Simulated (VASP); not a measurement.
# BaLi7F9 in VASP: further runs

Runs on BaLi7F9. Level: PBE. Tasks: single point.

Program: VASP 6.6.1. These are calculated values, not measurements. Logs are shortened: lines on timing, memory, paths and dates and some standing lists are left out, and cuts for length are marked.

## (1) The cell of the first run

The cell holds an amorphous packing of atoms, 17 atoms: a = 5.603 Å, b = 5.754 Å, c = 5.541 Å, α = 91.46°, β = 90.77°, γ = 89.43°.

## (2) Single point, PBE

Input file INCAR:

```
SYSTEM = BaLi7F9
PREC = Accurate ; ENCUT = 520
EDIFF = 1E-6 ; ISMEAR = -1
SIGMA = 0.0655 ; LREAL = Auto
LASPH = .TRUE. ; NELM = 100
ALGO = Normal ; ISIF = 2
LWAVE = .FALSE. ; LCHARG = .FALSE.
GGA = PE ; NBANDS = 61
ISYM = 0
```

Input file KPOINTS:

```
regular mesh
0
G
  1 1 1
  0 0 0
```

Input file POSCAR:

```
BaLi7F9
1.0
    5.6029570000      0.0278370000     -0.0374620000
    0.0278370000      5.7534950000     -0.0718080000
   -0.0374620000     -0.0718080000      5.5402340000
Ba F Li
1 9 7
Direct
    0.7603816538      0.9649541888      0.7703576867
    0.5997304320      0.6690740080      0.4236248808
    0.9148109642      0.3908557389      0.5915793841
    0.2221419325      0.5542479215      0.2019191456
    0.7722948824      0.5604945727     -0.0067667349
    0.2330713866      0.7396550343      0.7673037762
    0.4075647317      0.1465772640      0.2663482463
    0.4135964952      0.2437454878      0.7112679767
    0.0063107260      0.1838581686      0.0230576723
    0.9800835407      0.9281228988      0.3771312798
    0.1095078928      0.2257003341      0.3454923518
    0.9371374080      0.5987831725      0.3381807454
    0.6164227114      0.4925336274      0.6794246023
    0.5305642684      0.4060121587      0.1606679284
    0.0960110463      0.4406403146      0.9015500547
    0.2613938691     -0.0199910516      0.0052084117
    0.3006559396      0.7964249563      0.4507069297
```

Potentials or basis: VASP PAW PBE potentials, release 64 (Ba_sv, F, Li_sv).

Command:

```bash
$ cat potpaw_PBE.64/Ba_sv/POTCAR potpaw_PBE.64/F/POTCAR potpaw_PBE.64/Li_sv/POTCAR > POTCAR
$ mpirun -np 1 vasp_gam > vasp.out
```

OUTCAR:

```text
SYSTEM = BaLi7F9
   PREC = Accurate
   ENCUT = 520
   EDIFF = 1E-6
   ISMEAR = -1
   LREAL = Auto
   LASPH = .TRUE.
   NELM = 100
   ISIF = 2
   GGA = PE
   ISYM = 0

 ion  position               nearest neighbor table
   1  0.760  0.965  0.770-   9 2.31  10 2.52   8 2.53   5 2.66   2 2.69   3 2.82  13 2.87   6 2.94
                            16 3.08  16 3.10  13 3.18   6 3.24  17 3.25  12 3.30  15 3.39  11 3.46
   2  0.600  0.669  0.424-  13 1.77  17 1.83  12 1.99  14 2.11   1 2.69
   3  0.915  0.391  0.592-  13 1.83  12 1.87  11 1.98  15 2.00   1 2.82
   4  0.222  0.554  0.202-  12 1.79  15 1.90  14 1.93  17 1.98  11 2.17
   5  0.772  0.560  0.993-  14 1.89  13 1.97  15 2.00  12 2.12   1 2.66
   6  0.233  0.740  0.767-  17 1.84  16 1.89  15 2.05   1 2.94   1 3.24
   7  0.408  0.147  0.266-  14 1.77  11 1.78  16 1.90
   8  0.414  0.244  0.711-  13 1.85   1 2.53
   9  0.006  0.184  0.023-  15 1.72  16 1.84  11 1.88   1 2.31
  10  0.980  0.928  0.377-  11 1.88  12 1.92  17 1.98   1 2.52
  11  0.110  0.226  0.345-   7 1.78  10 1.88   9 1.88   3 1.98   4 2.17  12 2.35  16 2.48   1 3.46

  12  0.937  0.599  0.338-   4 1.79   3 1.87  10 1.92   2 1.99   5 2.12  11 2.35  17 2.41   1 3.30

  13  0.616  0.493  0.679-   2 1.77   3 1.83   8 1.85   5 1.97   1 2.87   1 3.18
  14  0.531  0.406  0.161-   7 1.77   5 1.89   4 1.93   2 2.11   1 3.54
  15  0.096  0.441  0.902-   9 1.72   4 1.90   3 2.00   5 2.00   6 2.05   1 3.39   1 3.62
  16  0.261  0.980  0.005-   9 1.84   6 1.89   7 1.90  11 2.48   1 3.08   1 3.10
  17  0.301  0.796  0.451-   2 1.83   6 1.84   4 1.98  10 1.98  12 2.41   1 3.25   1 3.64

IMPORTANT INFORMATION: All symmetrisations will be switched off!
NOSYMM: (Re-)initialisation of all symmetry stuff for point group C_1.

----------------------------------------------------------------------------------------

                                     Primitive cell

  volume of cell :     178.5571

  direct lattice vectors                    reciprocal lattice vectors
     5.602957000  0.027837000 -0.037462000     0.178489399 -0.000848655  0.001195912
     0.027837000  5.753495000 -0.071808000    -0.000848655  0.173839554  0.002247428
    -0.037462000 -0.071808000  5.540234000     0.001195912  0.002247428  0.180535007

  length of vectors
     5.603151385  5.754010428  5.540825982     0.178495422  0.173856153  0.180552956

  position of ions in fractional coordinates (direct lattice)
     0.760381654  0.964954189  0.770357687
     0.599730432  0.669074008  0.423624881
     0.914810964  0.390855739  0.591579384
     0.222141933  0.554247921  0.201919146
     0.772294882  0.560494573  0.993233265
     0.233071387  0.739655034  0.767303776
     0.407564732  0.146577264  0.266348246
     0.413596495  0.243745488  0.711267977
     0.006310726  0.183858169  0.023057672
     0.980083541  0.928122899  0.377131280
     0.109507893  0.225700334  0.345492352
     0.937137408  0.598783172  0.338180745
     0.616422711  0.492533627  0.679424602
     0.530564268  0.406012159  0.160667928
     0.096011046  0.440640315  0.901550055
     0.261393869  0.980008948  0.005208412
     0.300655940  0.796424956  0.450706930

  ion indices of the primitive-cell ions
   primitive index   ion index
                 1           1
                 2           2
                 3           3
                 4           4
                 5           5
                 6           6
                 7           7
                 8           8
                 9           9
                10          10
                11          11
                12          12
                13          13
                14          14
                15          15
                16          16
                17          17

----------------------------------------------------------------------------------------

 KPOINTS: regular mesh

Automatic generation of k-mesh.
 Grid dimensions read from file:
 generate k-points for:    1    1    1

 Generating k-lattice:

[... 53 lines left out ...]
     10     -21.1432      2.00000
     11     -20.9315      2.00000
     12     -20.8427      2.00000
     13     -20.8205      2.00000
     14     -20.7264      2.00000
     15     -20.6692      2.00000
     16     -20.5926      2.00000
     17     -20.2234      2.00000
     18     -10.1278      2.00000
     19     -10.0293      2.00000
     20      -9.9164      2.00000
     21      -3.8706      2.00000
     22      -3.8257      2.00000
     23      -3.6181      2.00000
     24      -3.5151      2.00000
     25      -3.4107      2.00000
     26      -3.3526      2.00000
     27      -3.2401      2.00000
     28      -3.1068      2.00000
     29      -3.0332      2.00000
     30      -2.8756      2.00000
     31      -2.7175      2.00000
     32      -2.5711      2.00000
     33      -2.4660      2.00000
     34      -2.3098      2.00000
     35      -2.2212      2.00000
     36      -2.1342      2.00000
     37      -2.0294      2.00000
     38      -1.9058      2.00000
     39      -1.8114      2.00000
     40      -1.6593      2.00000
     41      -1.5917      2.00000
     42      -1.5329      2.00000
     43      -1.5277      2.00000
     44      -1.4462      2.00000
     45      -1.3588      2.00000
     46      -1.2518      2.00000
     47      -0.9486      2.00000
     48       5.8989      0.00000
     49       7.0761      0.00000
     50       7.2764      0.00000
     51       7.8228      0.00000
     52       8.1611      0.00000
     53       9.2622      0.00000
     54       9.4935      0.00000
     55       9.9461      0.00000
     56      10.4868      0.00000
     57      10.6119      0.00000
     58      11.0572      0.00000
     59      11.2303      0.00000
 [bands above 59 left out]

------------------------ aborting loop because EDIFF is reached ----------------------------------------

  FORCE on cell =-STRESS in cart. coord.  units (eV):
  Direction    XX          YY          ZZ          XY          YZ          ZX
  --------------------------------------------------------------------------------------
  -------------------------------------------------------------------------------------
  Total        9.2999427      9.6048303      7.6711931     -0.0467851      0.1621601      2.0588505
  in kB       83.4475694     86.1832993     68.8329427     -0.4197983      1.4550484     18.4738853
  external PRESSURE =      79.4879371 kB  Pullay stress =       0.0000000 kB

 VOLUME and BASIS-vectors are now :
 -----------------------------------------------------------------------------
  energy-cutoff  :      520.00
  volume of cell :      178.56
      direct lattice vectors                 reciprocal lattice vectors
     5.602957000  0.027837000 -0.037462000     0.178489399 -0.000848655  0.001195912
     0.027837000  5.753495000 -0.071808000    -0.000848655  0.173839554  0.002247428
    -0.037462000 -0.071808000  5.540234000     0.001195912  0.002247428  0.180535007

 POSITION                                       TOTAL-FORCE (eV/Angst)
 -----------------------------------------------------------------------------------
      4.25839      5.51771      4.17019        -0.845540     -0.381329     -0.834598
      3.36302      3.83579      2.27647         0.006114      0.096878      0.112466
      5.11436      2.23177      3.21515         0.504914     -0.437702     -0.778251
      1.25252      3.18055      1.07056        -0.057914      0.017775      0.175445
      4.30553      3.17498      5.43357        -0.676219      0.230025      0.054519
      1.29773      4.20699      4.18920         0.312241      0.491254      0.284762
      2.27767      0.83555      1.44984         0.736529     -1.522518     -0.821634
      2.29750      1.36283      3.90759        -0.118454      0.269788      1.197367
      0.03961      1.05635      0.11431         0.727695     -0.142181      0.702508
      5.50307      5.34015      1.98603         0.769286     -0.368554      0.228434
      0.60691      1.27681      1.89380        -0.016940      0.068825      0.428161
      5.25474      3.44690      1.79550        -0.854063      0.665340     -0.324591
      3.44205      2.80216      3.70571        -0.349407     -0.757469      0.204046
      2.97801      2.33922      0.84111        -0.205088      0.775415      0.332644
      0.51644      2.47316      4.95956         0.216336      0.899855     -0.745000
      1.49166      5.64538     -0.05131        -0.034959      0.027759      0.124425
      1.68985      4.55823      2.42857        -0.114532      0.066839     -0.340701
 -----------------------------------------------------------------------------------
    total drift:                               -0.008399     -0.007353     -0.002616

  FREE ENERGIE OF THE ION-ELECTRON SYSTEM (eV)
  ---------------------------------------------------
  free  energy   TOTEN  =       -80.5640143443 eV

  energy  without entropy=      -80.5640143443  energy(sigma->0) =      -80.56401434
```

Wall time 13 s (1 thread of Intel Xeon 6975P-C (Granite Rapids), shared host); peak memory 0.26 GiB.

What came out:

```
Free energy            : -80.5640 eV
Largest force          : 1.880 eV/Å
Band gap on the k mesh : 6.85 eV
```

Forces in eV/Å, atoms in the order of the input:
```
Ba  -0.846 -0.381 -0.835
F    0.006  0.097  0.112
F    0.505 -0.438 -0.778
F   -0.058  0.018  0.175
F   -0.676  0.230  0.055
F    0.312  0.491  0.285
F    0.737 -1.523 -0.822
F   -0.118  0.270  1.197
F    0.728 -0.142  0.703
F    0.769 -0.369  0.228
Li  -0.017  0.069  0.428
Li  -0.854  0.665 -0.325
Li  -0.349 -0.757  0.204
Li  -0.205  0.775  0.333
Li   0.216  0.900 -0.745
Li  -0.035  0.028  0.124
Li  -0.115  0.067 -0.341
```

Caveat: the k points lie up to 1.13 Å⁻¹ apart; the cutoff is under 1.25 times the usual one of these potentials, so pressure, stress and relaxed cells hold a basis-set (Pulay) error; spin-orbit coupling is left out, which moves the levels of the heavy elements.

## (3) Single point, PBE

Input file INCAR:

```
SYSTEM = BaLi7F9
PREC = Accurate ; ENCUT = 520
EDIFF = 1E-7 ; ISMEAR = -1
SIGMA = 0.0655 ; LREAL = Auto
LASPH = .True. ; NELM = 60
ALGO = Normal ; ISIF = 2
LWAVE = .False. ; LCHARG = .False.
GGA = PE ; ISYM = 0
NBANDS = 61
```

Input file KPOINTS:

```
regular mesh
0
Gamma
  1 1 1
  0 0 0
```

Input file POSCAR:

```
BaLi7F9
1.0
    5.6029570000      0.0278370000     -0.0374620000
    0.0278370000      5.7534950000     -0.0718080000
   -0.0374620000     -0.0718080000      5.5402340000
Ba F Li
1 9 7
Direct
    0.7655472464      0.9759056356      0.7610535517
    0.6099985242      0.7251489281      0.4755077600
    0.9247864111      0.4079181175      0.5594659238
    0.2506466201      0.5099022932      0.2240773201
    0.8040142376      0.5586761890     -0.0079795544
    0.2714496376      0.7680041634      0.7739730649
    0.5534170283      0.0818372894      0.2252660593
    0.4447825708      0.2449698959      0.8193861925
    0.0416012941      0.1924289679      0.0294139935
    1.0427629110      0.9051897701      0.3792781769
    0.1223402467      0.2279292769      0.3611929128
    0.8912548544      0.6075029741      0.3065422440
    0.6359865333      0.4650248060      0.6868852162
    0.5792548039      0.3833817794      0.1341614672
    0.1498255352      0.4594260921      0.8753957383
    0.2622712571     -0.0233612747      0.0178652525
    0.3097601674      0.7370856957      0.4055350162
```

Potentials or basis: VASP PAW PBE potentials, release 64 (Ba_sv, F, Li_sv).

Command:

```bash
$ cat potpaw_PBE.64/Ba_sv/POTCAR potpaw_PBE.64/F/POTCAR potpaw_PBE.64/Li_sv/POTCAR > POTCAR
$ mpirun -np 1 vasp_gam > vasp.out
```

Wall time 15 s (1 thread of Intel Xeon 6975P-C (Granite Rapids), shared host); peak memory 0.26 GiB.

It converged, with:

```yaml
Free_energy: -80.3567 eV
Largest_force: 2.839 eV/Å
Band_gap_on_the_k_mesh: 6.66 eV
```

Forces in eV/Å, atoms in the order of the input:
```
Ba   1.214 -0.031  0.812
F    0.022 -2.526 -1.296
F    0.326 -0.782 -0.067
F    0.381 -0.576 -0.360
F   -0.667  0.537 -0.069
F   -0.163 -0.652  0.438
F   -0.674  0.162  0.080
F   -0.791  1.695 -0.625
F    0.032 -0.193  0.102
F    0.241  0.249 -0.309
Li   0.084 -0.158 -0.385
Li   0.477  0.887  0.050
Li  -0.206  0.582  0.050
Li  -0.894 -0.461  0.003
Li  -0.143  0.111  0.209
Li   0.752  0.192  0.246
Li   0.008  0.962  1.122
```

Levels at points of the mesh, in eV from the valence-band top:
| k point | band 45 | band 46 | band 47 | band 48 | band 49 | band 50 |
| --- | --- | --- | --- | --- | --- | --- |
| (0.00, 0.00, 0.00) | -0.27 | -0.22 | 0.00 | 6.66 | 8.45 | 8.51 |

Caveat: the k points lie up to 1.13 Å⁻¹ apart; the cutoff is under 1.25 times the usual one of these potentials, so pressure, stress and relaxed cells hold a basis-set (Pulay) error; spin-orbit coupling is left out, which moves the levels of the heavy elements.

## (4) Single point, PBE

Input file INCAR:

```
PREC = Accurate
ENCUT = 520
EDIFF = 1E-6
ISMEAR = -1
SIGMA = 0.0655
LREAL = Auto
LASPH = T
NELM = 80
ALGO = Normal
ISIF = 2
LWAVE = F
LCHARG = F
GGA = PE
NBANDS = 61
ISYM = 0
```

Input file KPOINTS:

```
regular mesh
0
Gamma
  1 1 1
```

Input file POSCAR:

```
BaLi7F9
1.0
    5.6029570000      0.0278370000     -0.0374620000
    0.0278370000      5.7534950000     -0.0718080000
   -0.0374620000     -0.0718080000      5.5402340000
Ba F Li
1 9 7
Direct
    0.7889288773      1.0279613201      0.6749488740
    0.6276916303      0.7117443457      0.4298767023
    1.0121638586      0.3960881522      0.5372773028
    0.2569894070      0.5727632490      0.1809729193
    0.8093458162      0.6557737032     -0.0219267794
    0.2828623605      0.7946148589      0.7734327275
    0.4661568461      0.1172747737      0.2989253585
    0.4669539881      0.3436343073      0.8074012258
    0.0211002496      0.1955396936      0.0073949533
    1.0743228096      0.9296946160      0.3490314294
    0.1672020518      0.2261050062      0.3044149167
    0.9238097770      0.6437774460      0.3036487507
    0.6663007221      0.5347405566      0.6745199946
    0.5435366903      0.4150539390      0.1206438509
    0.1558295598      0.5181059201      0.8645784342
    0.1992164275     -0.0610819650      0.0387255975
    0.3489011909      0.8067962412      0.4059088408
```

Command:

```bash
$ cat potpaw_PBE.64/Ba_sv/POTCAR potpaw_PBE.64/F/POTCAR potpaw_PBE.64/Li_sv/POTCAR > POTCAR
$ mpirun -np 1 vasp_gam > vasp.out
```

Wall time 13 s (1 thread of Intel Xeon 6975P-C (Granite Rapids), shared host); peak memory 0.25 GiB.

Results (log left out):

```yaml
Free_energy: -80.9518 eV
Largest_force: 2.054 eV/Å
Band_gap_on_the_k_mesh: 7.23 eV
```

Forces in eV/Å, atoms in the order of the input:
```
Ba  -0.805  0.789  0.895
F    1.186 -1.598 -0.509
F   -0.924  0.661  0.171
F    0.033 -0.295  0.245
F   -0.014 -0.271 -0.454
F    0.090  0.424 -0.785
F    0.583  0.418 -0.441
F    0.242 -0.302 -0.087
F    0.162  0.662  0.221
F   -0.933 -0.206 -0.004
Li  -0.030  1.004  0.197
Li   0.587 -0.234 -0.614
Li   0.015 -0.227  0.846
Li  -0.107  0.075  0.039
Li  -0.038 -0.663 -0.228
Li   0.431 -0.224  0.015
Li  -0.480 -0.014  0.496
```

Levels at points of the mesh, in eV from the valence-band top:
```tsv
k point	band 44	band 45	band 46	band 47	band 48	band 49	band 50	band 51
(0.00, 0.00, 0.00)	-0.31	-0.29	-0.16	0.00	7.23	8.41	8.61	9.48
```

Caveat: the k points lie up to 1.13 Å⁻¹ apart; the cutoff is under 1.25 times the usual one of these potentials, so pressure, stress and relaxed cells hold a basis-set (Pulay) error; spin-orbit coupling is left out, which moves the levels of the heavy elements.

## (5) Single point, PBE

Input file INCAR:

```
SYSTEM = BaLi7F9
ALGO = Normal
EDIFF = 1E-6
ENCUT = 520
GGA = PE
ISIF = 2
ISMEAR = -1
ISYM = 0
LASPH = .True.
LCHARG = .False.
LREAL = Auto
LWAVE = .False.
NBANDS = 61
NELM = 60
PREC = Accurate
SIGMA = 0.05
```

Input file KPOINTS:

```
k-points
0
Gamma
  1 1 1
  0 0 0
```

Input file POSCAR:

```
BaLi7F9
1.0
    5.6029570000      0.0278370000     -0.0374620000
    0.0278370000      5.7534950000     -0.0718080000
   -0.0374620000     -0.0718080000      5.5402340000
Ba F Li
1 9 7
Direct
    0.7863601653      0.0251368852      0.6838910873
    0.6808694353      0.6348660564      0.4145783721
    0.0366005111      0.3918872112      0.5751442566
    0.2862538461      0.5348962995      0.1845843470
    0.8262382910      0.6663788037      0.9778870113
    0.3593749545      0.8031257246      0.7642151499
    0.4918039953      0.1056508852      0.2927137265
    0.4916813055      0.3131203719      0.8371828541
    0.0388167803      0.2082612673     -0.0046415044
    0.0745325931      0.9230891392      0.3765668246
    0.1964999013      0.2538597863      0.3046872105
    0.9784678454      0.6356700682      0.2794141112
    0.6159073990      0.5659143614      0.7550058899
    0.6045890038      0.4285642839      0.1828822496
    0.1813127190      0.5014050144      0.8403443299
    0.2880952548      1.0140366562      0.0001885423
    0.3729688553      0.7963252440      0.4020811544
```

Command:

```bash
$ cat potpaw_PBE.64/Ba_sv/POTCAR potpaw_PBE.64/F/POTCAR potpaw_PBE.64/Li_sv/POTCAR > POTCAR
$ mpirun -np 1 vasp_gam > vasp.out
```

Run time: 14 s. Hardware: 1 thread of Intel Xeon 6975P-C (Granite Rapids), shared host; peak memory 0.26 GiB.

It converged, with:

| Property | Result |
| --- | --- |
| Free energy | -81.5465 eV |
| Largest force | 1.112 eV/Å |
| Band gap on the k mesh | 7.26 eV |

Forces on the atoms (eV/Å):
```
Ba   0.025  0.073 -0.047
F   -0.603  0.096  0.929
F    0.082  0.205 -0.981
F   -0.090  0.764  0.284
F    0.227 -0.204 -0.135
F    0.044 -0.441 -0.136
F    0.075 -0.111 -0.327
F   -0.409 -0.065  0.311
F    0.204 -0.004  0.894
F    0.696  0.011 -0.778
Li  -0.474 -0.039  0.594
Li  -0.028  0.059  0.013
Li   0.232  0.357 -0.580
Li  -0.358 -0.432 -0.493
Li  -0.153 -0.255  0.514
Li   0.405  0.081 -0.086
Li   0.126 -0.094  0.025
```

Levels at points of the mesh, in eV from the valence-band top:
```csv
k point,band 44,band 45,band 46,band 47,band 48,band 49,band 50,band 51
"(0.00, 0.00, 0.00)",-0.44,-0.32,-0.22,0.00,7.26,8.55,8.81,9.83
```

Caveat: the k points lie up to 1.13 Å⁻¹ apart; the cutoff is under 1.25 times the usual one of these potentials, so pressure, stress and relaxed cells hold a basis-set (Pulay) error; spin-orbit coupling is left out, which moves the levels of the heavy elements.
